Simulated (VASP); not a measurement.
Write the native input for VASP 6.6.1 that does the following.

* Task: single point
* Functional: LDA
* Potentials or basis: VASP PAW LDA potentials, release 64 (B, N)
* Cutoff: 600 eV
* k mesh: 15 × 15 × 15
* Occupations: fermi-dirac, width 0.05 eV
* Spin: no spin polarisation
* Dipole correction: no
* Further INCAR settings: ALGO = Normal; EDIFF = 1e-06; NBANDS = 11

The structure of BN (rocksalt type) lies in POSCAR:

```
BN
1.0
    0.0000000000      1.7297045237      1.7297045237
    1.7297045237      0.0000000000      1.7297045237
    1.7297045237      1.7297045237      0.0000000000
B N
1 1
Direct
    0.0000000000      0.0000000000      0.0000000000
    0.5000000000      0.5000000000      0.5000000000
```

These files were run (other wordings do the same):

INCAR

```
SYSTEM = BN
ALGO     = Normal         ! electronic algorithm
EDIFF    = 1E-6           ! SCF threshold, eV
ENCUT    = 600            ! plane-wave cutoff, eV
GGA      = CA             ! functional
GGA_COMPAT= .False.      
ISIF     = 2              ! what is computed and relaxed
ISMEAR   = -1             ! smearing method
LASPH    = .True.         ! aspherical terms in the spheres
LCHARG   = .False.        ! write CHGCAR
LREAL    = .False.        ! projectors in reciprocal space
LWAVE    = .False.        ! write WAVECAR
NBANDS   = 11             ! bands
NELM     = 120            ! most SCF steps
PREC     = Accurate       ! precision mode
SIGMA    = 0.05           ! smearing width, eV
```

KPOINTS

```
k-points
0
Gamma
  15 15 15
  0 0 0
```

Potentials or basis: VASP PAW LDA potentials, release 64 (B, N).

Command:

```bash
$ cat potpaw_LDA.64/B/POTCAR potpaw_LDA.64/N/POTCAR > POTCAR
$ mpirun -np 1 vasp_std > vasp.out
```

Results of the run:

```
Pressure               : 0.7 GPa
Band gap on the k mesh : 1.63 eV, indirect (least direct gap 5.89 eV)
```

Run time: 5.6 s on 1 thread of Intel(R) Xeon(R) 6975P-C (Granite Rapids), on a shared host, peak memory 0.12 GiB.
